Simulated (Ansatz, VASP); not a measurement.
**Sr in VASP and in Ansatz**

The input INCAR:

```
SYSTEM = Sr
ALGO = Normal
EDIFF = 1E-6
ENCUT = 520
GGA = PE
ISIF = 2
ISMEAR = 0
LASPH = .True.
LCHARG = .False.
LREAL = .False.
LWAVE = .False.
NBANDS = 11
NELM = 60
PREC = Accurate
SIGMA = 0.1
```

File KPOINTS:

```
k-points
0
Gamma
  6 6 6
  0 0 0
```

The input POSCAR:

```
Sr
1.0
    0.0000000000      2.7280522714      2.7280522714
    2.7280522714      0.0000000000      2.7280522714
    2.7280522714      2.7280522714      0.0000000000
Sr
1
Direct
    0.0000000000      0.0000000000      0.0000000000
```

Input for Ansatz:

```yaml
crystal:
  lattice:
    - [0.0, 2.7280522714, 2.7280522714]
    - [2.7280522714, 0.0, 2.7280522714]
    - [2.7280522714, 2.7280522714, 0.0]
  atoms:
    - { symbol: Sr, position: [0.0, 0.0, 0.0] }
basis:
  ecutwfc: 420
kpoints:
  mp_grid: { grid: [6, 6, 6] }
hamiltonian:
  xc: pbe
scf:
  occupations: { method: gaussian, width: 0.1 }
output:
  forces: true
  stress: true
  eigenvalues: true
```

Alike in both runs: task single point; functional PBE; k mesh 6 × 6 × 6; occupations gaussian, width 0.1 eV; no spin polarisation.

|  | VASP | Ansatz |
| --- | --- | --- |
| version | VASP 6.6.1 | Ansatz 0.2.0 |
| potentials or method | VASP PAW PBE potentials, release 64 (Sr_sv), cutoff 520 eV | scalar-relativistic, plane waves, PAW |
| valence electrons in the cell | 10 | 10 |

|  | VASP | Ansatz | Ansatz less VASP |
| --- | --- | --- | --- |
| gap on the k mesh at the Fermi level (eV) | none | none | - |
| pressure (GPa) | 5.9 | 5.9 | -0.03 |

A gap of «none» marks a metal or a gap that the smearing closes.
